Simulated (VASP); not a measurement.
# W (Fm-3m) in VASP: single point with PBE

Aim: the single point of W with PBE.

Everything below comes from runs of VASP 6.6.1. Logs are shortened: lines on timing, memory, paths and dates and some standing lists are left out, and cuts for length are marked.

### Step 1. The cell of the first run

It takes space group Fm-3m (No. 225, cubic). The conventional cell has a = 4.060 Å, b = 4.060 Å, c = 4.060 Å, α = 90.00°, β = 90.00°, γ = 90.00°. W (site symmetry m-3m) has 12 W at 2.87 Å within 3.8 Å.

### Step 2. Single point, PBE

The input, INCAR:

```
PREC = Accurate
ENCUT = 520
EDIFF = 1E-6
ISMEAR = -1
SIGMA = 0.1
LREAL = False
LASPH = True
NELM = 60
ALGO = Normal
ISIF = 2
LWAVE = False
LCHARG = False
GGA = PE
NBANDS = 13
```

The input, KPOINTS:

```
regular mesh
0
Gamma
  14 14 14
```

The input, POSCAR:

```
W
1.0
    0.0000000000      2.0300000000      2.0300000000
    2.0300000000      0.0000000000      2.0300000000
    2.0300000000      2.0300000000      0.0000000000
W
1
Direct
    0.0000000000      0.0000000000      0.0000000000
```

Potentials or basis: VASP PAW PBE potentials, release 64 (W_sv).

Started as:

```
> cat potpaw_PBE.64/W_sv/POTCAR > POTCAR
> mpirun -np 1 vasp_std > vasp.out
```

OUTCAR:

```text
PREC = Accurate
   ENCUT = 520
   EDIFF = 1E-6
   ISMEAR = -1
   LREAL = False
   LASPH = True
   NELM = 60
   ISIF = 2
   GGA = PE

 ion  position               nearest neighbor table
   1  0.000  0.000  0.000-

  LATTYP: Found a face centered cubic cell.
 ALAT       =     4.0600000000

  Lattice vectors:

 A1 = (   0.0000000000,   2.0300000000,   2.0300000000)
 A2 = (   2.0300000000,   0.0000000000,   2.0300000000)
 A3 = (   2.0300000000,   2.0300000000,   0.0000000000)

Analysis of symmetry for initial positions (statically):
=====================================================================
 Subroutine PRICEL returns:
 Original cell was already a primitive cell.

 Routine SETGRP: Setting up the symmetry group for a
 face centered cubic supercell.

 Subroutine GETGRP returns: Found 48 space group operations
[... 9 lines left out ...]

 Routine SETGRP: Setting up the symmetry group for a
 face centered cubic supercell.

 Subroutine GETGRP returns: Found 48 space group operations
[... 11 lines left out ...]
                                     Primitive cell

  volume of cell :      16.7309

  direct lattice vectors                    reciprocal lattice vectors
     0.000000000  2.030000000  2.030000000    -0.246305419  0.246305419  0.246305419
     2.030000000  0.000000000  2.030000000     0.246305419 -0.246305419  0.246305419
     2.030000000  2.030000000  0.000000000     0.246305419  0.246305419 -0.246305419

  length of vectors
     2.870853532  2.870853532  2.870853532     0.426613499  0.426613499  0.426613499

  position of ions in fractional coordinates (direct lattice)
     0.000000000  0.000000000  0.000000000

  ion indices of the primitive-cell ions
   primitive index   ion index
                 1           1

----------------------------------------------------------------------------------------

 KPOINTS: regular mesh

Automatic generation of k-mesh.
 Grid dimensions read from file:
 generate k-points for:   14   14   14

 Generating k-lattice:

  Cartesian coordinates                     Fractional coordinates (reciprocal lattice)
[... 53 lines left out ...]
   ICHARG =      2    charge: 1-file 2-atom 10-const
   ISPIN  =      1    spin polarized calculation?
   LNONCOLLINEAR =      F non collinear calculations
   LSORBIT =      F    spin-orbit coupling
   LASPH  =      T    aspherical Exc in radial PAW
   ENCUT  =  520.0 eV  38.22 Ry    6.18 a.u.   5.34  5.34  5.34*2*pi/ulx,y,z
   NELM   =     60;   NELMIN=  2; NELMDL= -5     # of ELM steps
   EDIFF  = 0.1E-05   stopping-criterion for ELM
   LREAL  =      F    real-space projection
   EDIFFG = 0.1E-04   stopping-criterion for IOM
   NSW    =      0    number of steps for IOM
   IBRION =     -1    ionic relax: 0-MD 1-quasi-New 2-CG
   NFREE  =      0    steps in history (QN), initial steepest desc. (CG)
   ISIF   =      2    stress and relaxation
   ISYM   =      2    0-nonsym 1-usesym 2-fastsym
   POTIM  = 0.5000    time-step for ionic-motion
   TEBEG  =    0.0;   TEEND  =   0.0 temperature during run
   PSTRESS=    0.0 pullay stress
   NELECT =      14.0000    total number of electrons
   NUPDOWN=      -1.0000    fix difference up-down
   EMIN   =  10.00;   EMAX   =-10.00  energy-range for DOS
   EFERMI =   0.00;   METHOD = LEGACY
   ISMEAR =    -1;   SIGMA  =   0.10  broadening in eV -4-tet -1-fermi 0-gaus
   EFERMI_NEDOS =   21; number of points for ismear=-14 and -15
   IALGO  =     38    algorithm
   IMIX   =      4    mixing-type and parameters
     AMIX     =   0.40;   BMIX     =  1.00
     AMIX_MAG =   1.60;   BMIX_MAG =  1.00
  volume/ion in A,a.u.               =      16.73       112.91
  Fermi-wavevector in a.u.,A,eV,Ry     =   1.542688  2.915258 32.380324  2.379887
  Thomas-Fermi vector in A             =   2.648457
   LORBIT       =      0    0 simple, 1 ext, 2 COOP (PROOUT), +10 PAW based schemes
   GGA     = PE    functional components
   LHFCALC =     F    Hartree Fock is set to
   AEXX    =    0.0000 exact exchange contribution
   IVDW    =     0    specifies the selected vdW correction
   LEPSILON=     F    determine dielectric tensor
   LRPA    =     F    only Hartree local field effects (RPA)
 non-spin polarized calculation
  energy-cutoff  :      520.00
  volume of cell :       16.73
 maximum number of plane-waves:       464
 NGX is ok and might be reduce to    24
   NGX = 11   NGY = 11   NGZ = 11

 number of electron      14.0000002 magnetization

 Free energy of the ion-electron system (eV)
  ---------------------------------------------------
  ext. energy  EPLUGINS =         0.00000000
  ---------------------------------------------------
  free energy    TOTEN  =       -12.48976010 eV

  energy without entropy =      -12.44895730  energy(sigma->0) =      -12.46935870

 E-fermi :  10.2291     XC(G=0): -13.3283

 val. band max:       10.2251823131   @ k =  -0.1429   0.0714   0.0000
 cond. band min:      10.2496055107   @ k =   0.2143   0.1429   0.0714
 fundamental gap:      0.0244231976
 Fermi energy:        10.2291284177

 k-point     1 :       0.0000    0.0000    0.0000
  band No.  band energies     occupation
      1     -63.4849      2.00000
      2     -27.1394      2.00000
      3     -27.1394      2.00000
      4     -27.1394      2.00000
      5       1.3352      2.00000
      6       9.6920      1.99075
      7       9.6920      1.99075
      8       9.6920      1.99075
      9      12.7316      0.00000
     10      12.7316      0.00000
     11      22.9877      0.00000
     12      28.1113      0.00000
     13      28.1113      0.00000
[... 354 lines left out ...]
  band No.  band energies     occupation
      1     -63.4273      2.00000
      2     -27.6850      2.00000
      3     -27.2875      2.00000
      4     -27.2764      2.00000
      5       4.0159      2.00000
      6       7.9968      2.00000
      7       9.8880      1.93610
      8      10.8244      0.00519
      9      12.1602      0.00000
     10      13.7563      0.00000
     11      24.7021      0.00000
     12      27.5984      0.00000
     13      29.7760      0.00000

 [... further k-points ...]
[... 5 lines left out ...]
  --------------------------------------------------------------------------------------
  -------------------------------------------------------------------------------------
  Total       -0.4205080     -0.4205080     -0.4205080      0.0000000     -0.0000000      0.0000000
  in kB      -40.2686152    -40.2686152    -40.2686152      0.0000000     -0.0000000      0.0000000
  external PRESSURE =     -40.2686152 kB  Pullay stress =       0.0000000 kB

 VOLUME and BASIS-vectors are now :
 -----------------------------------------------------------------------------
  energy-cutoff  :      520.00
  volume of cell :       16.73
      direct lattice vectors                 reciprocal lattice vectors
     0.000000000  2.030000000  2.030000000    -0.246305419  0.246305419  0.246305419
     2.030000000  0.000000000  2.030000000     0.246305419 -0.246305419  0.246305419
     2.030000000  2.030000000  0.000000000     0.246305419  0.246305419 -0.246305419

 POSITION                                       TOTAL-FORCE (eV/Angst)
 -----------------------------------------------------------------------------------
      0.00000      0.00000      0.00000        -0.000000     -0.000000     -0.000000
 -----------------------------------------------------------------------------------
    total drift:                                0.000000      0.000000      0.000000

  FREE ENERGIE OF THE ION-ELECTRON SYSTEM (eV)
  ---------------------------------------------------
  free  energy   TOTEN  =       -12.4897601035 eV

  energy  without entropy=      -12.4489573000  energy(sigma->0) =      -12.46935870
```

It took 6.4 s on 1 thread of Intel Xeon 6975P-C (Granite Rapids), shared host; peak memory 0.15 GiB.

Results:

| Property | Result |
| --- | --- |
| Free energy | -12.4898 eV |
| Pressure | -4.0 GPa |
| Band gap on the k mesh | zero (band 7 reaches 13.17 eV, above the bottom of band 8 at 9.69 eV) |

Caveat: spin-orbit coupling is left out, which moves the levels of the heavy elements.
